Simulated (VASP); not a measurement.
# In (Immm) in VASP: notebook

Runs on In. Level: PBE. Tasks: single point.

Program: VASP 6.6.1. These are calculated values, not measurements. Logs are shortened: lines on timing, memory, paths and dates and some standing lists are left out, and cuts for length are marked.

**1. The cell of the first run**

Symmetry: Immm, No. 71, orthorhombic system. The conventional cell has a = 3.187 Å, b = 3.317 Å, c = 4.948 Å, α = 90.00°, β = 90.00°, γ = 90.00°. Within 4.2 Å of In (site symmetry mmm) lie 12 In at 3.19 to 3.38 Å.

**2. Single point, PBE (strain -0.0200 x Voigt [1, -1, 0, 0, 0, 0])**

File INCAR:

```
PREC = Accurate ; ENCUT = 520
EDIFF = 1E-6 ; ISMEAR = 0
SIGMA = 0.15 ; LREAL = False
LASPH = True ; NELM = 80
ALGO = Fast ; ISIF = 2
LWAVE = False ; LCHARG = False
GGA = PE ; NBANDS = 12
```

File KPOINTS:

```
Automatic mesh
0
Gamma
  20 20 20
```

File POSCAR:

```
In
1.0
   -1.5936270000      1.6586730000      2.4739500000
    1.5936270000     -1.6586730000      2.4739500000
    1.5936270000      1.6586730000     -2.4739500000
In
1
Direct
    0.0000000000      0.0000000000      0.0000000000
```

Potentials or basis: VASP PAW PBE potentials, release 64 (In_d).

The run is started by

```console
> cat potpaw_PBE.64/In_d/POTCAR > POTCAR
> mpirun -np 1 vasp_std > vasp.out
```

OUTCAR:

```text
PREC = Accurate
   ENCUT = 520
   EDIFF = 1E-6
   ISMEAR = 0
   LREAL = False
   LASPH = True
   NELM = 80
   ISIF = 2
   GGA = PE

 ion  position               nearest neighbor table
   1  0.000  0.000  0.000-

  LATTYP: Found a body centered orthorhombic cell.
 ALAT       =     3.1872540000
 B/A-ratio  =     1.0408163265
 C/A-ratio  =     1.5524021619

  Lattice vectors:

 A1 = (  -1.5936270000,   1.6586730000,   2.4739500000)
 A2 = (   1.5936270000,  -1.6586730000,   2.4739500000)
 A3 = (   1.5936270000,   1.6586730000,  -2.4739500000)

Analysis of symmetry for initial positions (statically):
=====================================================================
 Subroutine PRICEL returns:
 Original cell was already a primitive cell.

 Routine SETGRP: Setting up the symmetry group for a
 body centered orthorhombic supercell.

 Subroutine GETGRP returns: Found  8 space group operations
 (whereof  8 operations were pure point group operations)
 out of a pool of  8 trial point group operations.

The static configuration has the point symmetry D_2h.

Analysis of symmetry for dynamics (positions and initial velocities):
=====================================================================
 Subroutine PRICEL returns:
 Original cell was already a primitive cell.

 Routine SETGRP: Setting up the symmetry group for a
 body centered orthorhombic supercell.

 Subroutine GETGRP returns: Found  8 space group operations
 (whereof  8 operations were pure point group operations)
 out of a pool of  8 trial point group operations.

The dynamic configuration has the point symmetry D_2h.

 Subroutine INISYM returns: Found  8 space group operations
 (whereof  8 operations are pure point group operations),
 and found     1 'primitive' translations

----------------------------------------------------------------------------------------

                                     Primitive cell

  volume of cell :      26.1576

  direct lattice vectors                    reciprocal lattice vectors
    -1.593627000  1.658673000  2.473950000     0.000000000  0.301445794  0.202105944
     1.593627000 -1.658673000  2.473950000     0.313749704  0.000000000  0.202105944
     1.593627000  1.658673000 -2.473950000     0.313749704  0.301445794  0.000000000

  length of vectors
     3.378057391  3.378057391  3.378057391     0.362927513  0.373209980  0.435095902

  position of ions in fractional coordinates (direct lattice)
     0.000000000  0.000000000  0.000000000
[... 79 lines left out ...]
   NSW    =      0    number of steps for IOM
   IBRION =     -1    ionic relax: 0-MD 1-quasi-New 2-CG
   NFREE  =      0    steps in history (QN), initial steepest desc. (CG)
   ISIF   =      2    stress and relaxation
   ISYM   =      2    0-nonsym 1-usesym 2-fastsym
   POTIM  = 0.5000    time-step for ionic-motion
   TEBEG  =    0.0;   TEEND  =   0.0 temperature during run
   PSTRESS=    0.0 pullay stress
   NELECT =      13.0000    total number of electrons
   NUPDOWN=      -1.0000    fix difference up-down
   EMIN   =  10.00;   EMAX   =-10.00  energy-range for DOS
   EFERMI =   0.00;   METHOD = LEGACY
   ISMEAR =     0;   SIGMA  =   0.15  broadening in eV -4-tet -1-fermi 0-gaus
   EFERMI_NEDOS =   21; number of points for ismear=-14 and -15
   IALGO  =     68    algorithm
   IMIX   =      4    mixing-type and parameters
     AMIX     =   0.40;   BMIX     =  1.00
     AMIX_MAG =   1.60;   BMIX_MAG =  1.00
  volume/ion in A,a.u.               =      26.16       176.52
  Fermi-wavevector in a.u.,A,eV,Ry     =   1.296751  2.450504 22.879045  1.681562
  Thomas-Fermi vector in A             =   2.428187
   LORBIT       =      0    0 simple, 1 ext, 2 COOP (PROOUT), +10 PAW based schemes
   GGA     = PE    functional components
   LHFCALC =     F    Hartree Fock is set to
   AEXX    =    0.0000 exact exchange contribution
   IVDW    =     0    specifies the selected vdW correction
   LEPSILON=     F    determine dielectric tensor
   LRPA    =     F    only Hartree local field effects (RPA)
 non-spin polarized calculation
 RMM-DIIS sequential band-by-band and
 Gauss-broadening in eV      SIGMA  =   0.15
  energy-cutoff  :      520.00
  volume of cell :       26.16
 maximum number of plane-waves:       723
 NGX is ok and might be reduce to    28
   NGX = 13   NGY = 13   NGZ = 13

 number of electron      12.9999999 magnetization

 Free energy of the ion-electron system (eV)
  ---------------------------------------------------
  ext. energy  EPLUGINS =         0.00000000
  ---------------------------------------------------
  free energy    TOTEN  =        -2.55239007 eV

  energy without entropy =       -2.54767145  energy(sigma->0) =       -2.55003076

 E-fermi :   7.5336     XC(G=0): -10.2530

 val. band max:        7.5285688569   @ k =   0.3000   0.0500   0.0500
 cond. band min:       7.5423203489   @ k =  -0.3000   0.3500   0.2000
 fundamental gap:      0.0137514921
 Fermi energy:         7.5336094040

 k-point     1 :       0.0000    0.0000    0.0000
  band No.  band energies     occupation
      1      -7.1933      2.00000
      2      -7.1031      2.00000
      3      -7.0522      2.00000
      4      -6.9937      2.00000
      5      -6.8916      2.00000
      6      -2.0223      2.00000
      7      17.4857      0.00000
      8      17.9861      0.00000
      9      18.6723      0.00000
     10      19.3711      0.00000
     11      21.0692      0.00000
     12      21.3411      0.00000
[... 331 lines left out ...]
 k-point    24 :      -0.4000    0.0500   -0.0000
  band No.  band energies     occupation
      1      -7.1795      2.00000
      2      -7.1526      2.00000
      3      -7.0293      2.00000
      4      -6.8396      2.00000
      5      -6.8117      2.00000
      6       1.2521      2.00000
      7       6.4869      2.00000
      8      14.8786      0.00000
      9      16.9158      0.00000
     10      18.6506      0.00000
     11      19.5600      0.00000
     12      21.8009      0.00000

 [... further k-points ...]
[... 5 lines left out ...]
  --------------------------------------------------------------------------------------
  -------------------------------------------------------------------------------------
  Total        0.4301380      0.2578157      0.2883852     -0.0000000      0.0000000      0.0000000
  in kB       26.3463256     15.7914352     17.6638397     -0.0000000      0.0000000      0.0000000
  external PRESSURE =      19.9338668 kB  Pullay stress =       0.0000000 kB

 VOLUME and BASIS-vectors are now :
 -----------------------------------------------------------------------------
  energy-cutoff  :      520.00
  volume of cell :       26.16
      direct lattice vectors                 reciprocal lattice vectors
    -1.593627000  1.658673000  2.473950000     0.000000000  0.301445794  0.202105944
     1.593627000 -1.658673000  2.473950000     0.313749704  0.000000000  0.202105944
     1.593627000  1.658673000 -2.473950000     0.313749704  0.301445794  0.000000000

 POSITION                                       TOTAL-FORCE (eV/Angst)
 -----------------------------------------------------------------------------------
      0.00000      0.00000      0.00000         0.000000      0.000000     -0.000000
 -----------------------------------------------------------------------------------
    total drift:                               -0.000000     -0.000000     -0.000000

  FREE ENERGIE OF THE ION-ELECTRON SYSTEM (eV)
  ---------------------------------------------------
  free  energy   TOTEN  =        -2.5523900672 eV

  energy  without entropy=       -2.5476714462  energy(sigma->0) =       -2.55003076
```

It took 12 min on 1 thread of Intel Xeon 8259CL, shared host; peak memory 0.45 GiB.

What came out:

| Property | Result |
| --- | --- |
| Free energy | -2.5524 eV |
| Pressure | 2.0 GPa |

Stress tensor (GPa, compression positive):
```
2.63 0.00 0.00
0.00 1.58 0.00
0.00 0.00 1.77
```

Caveat: the cell differs from its parent crystal (strain -0.0200 x Voigt [1, -1, 0, 0, 0, 0]); spin-orbit coupling is left out, which moves the levels of the heavy elements.

**3. Single point, PBE (strain +0.0150 x Voigt [1, -1, 0, 0, 0, 0])**

File INCAR:

```
  ALGO = Fast
  EDIFF = 1E-6
  ENCUT = 520
  GGA = PE
  ISIF = 2
  ISMEAR = 0
  LASPH = True
  LCHARG = False
  LREAL = False
  LWAVE = False
  NBANDS = 12
  NELM = 100
  PREC = Accurate
  SIGMA = 0.15
```

File KPOINTS:

```
k-points
0
Gamma
  20 20 20
```

File POSCAR:

```
In
1.0
   -1.6505422500      1.6017577500      2.4739500000
    1.6505422500     -1.6017577500      2.4739500000
    1.6505422500      1.6017577500     -2.4739500000
In
1
Direct
    0.0000000000      0.0000000000      0.0000000000
```

Potentials or basis: VASP PAW PBE potentials, release 64 (In_d).

The run is started by

```console
> cat potpaw_PBE.64/In_d/POTCAR > POTCAR
> mpirun -np 1 vasp_std > vasp.out
```

OUTCAR:

```text
EDIFF = 1E-6
   ENCUT = 520
   GGA = PE
   ISIF = 2
   ISMEAR = 0
   LASPH = True
   LREAL = False
   NELM = 100
   PREC = Accurate

 ion  position               nearest neighbor table
   1  0.000  0.000  0.000-

  LATTYP: Found a body centered orthorhombic cell.
 ALAT       =     3.2035155000
 B/A-ratio  =     1.0304568528
 C/A-ratio  =     1.5445219478

  Lattice vectors:

 A1 = (   1.6505422500,  -1.6017577500,  -2.4739500000)
 A2 = (  -1.6505422500,   1.6017577500,  -2.4739500000)
 A3 = (   1.6505422500,   1.6017577500,   2.4739500000)
[... 533 lines left out ...]
      5      -6.7897      2.00000
      6       1.4414      2.00000
      7       6.8338      2.00000
      8      14.9829      0.00000
      9      16.2555      0.00000
     10      18.1785      0.00000
     11      19.7272      0.00000
     12      20.9486      0.00000

 [... further k-points ...]
[... 5 lines left out ...]
  --------------------------------------------------------------------------------------
  -------------------------------------------------------------------------------------
  Total        0.2824302      0.3951042      0.2908107      0.0000000      0.0000000      0.0000000
  in kB       17.2960656     24.1962406     17.8092869      0.0000000      0.0000000      0.0000000
  external PRESSURE =      19.7671977 kB  Pullay stress =       0.0000000 kB

 VOLUME and BASIS-vectors are now :
 -----------------------------------------------------------------------------
  energy-cutoff  :      520.00
  volume of cell :       26.16
      direct lattice vectors                 reciprocal lattice vectors
    -1.650542250  1.601757750  2.473950000     0.000000000  0.312157066  0.202105944
     1.650542250 -1.601757750  2.473950000     0.302930749  0.000000000  0.202105944
     1.650542250  1.601757750 -2.473950000     0.302930749  0.312157066  0.000000000

 POSITION                                       TOTAL-FORCE (eV/Angst)
 -----------------------------------------------------------------------------------
      0.00000      0.00000      0.00000         0.000000      0.000000      0.000000
 -----------------------------------------------------------------------------------
    total drift:                               -0.000000     -0.000000     -0.000000

  FREE ENERGIE OF THE ION-ELECTRON SYSTEM (eV)
  ---------------------------------------------------
  free  energy   TOTEN  =        -2.5531575392 eV

  energy  without entropy=       -2.5483154288  energy(sigma->0) =       -2.55073648
```

Wall time 12 min (1 thread of Intel Xeon 8259CL, shared host); peak memory 0.45 GiB.

What came out:

* Free energy: -2.5532 eV
* Pressure: 2.0 GPa

Caveat: the cell differs from its parent crystal (strain +0.0150 x Voigt [1, -1, 0, 0, 0, 0]); spin-orbit coupling is left out, which moves the levels of the heavy elements.
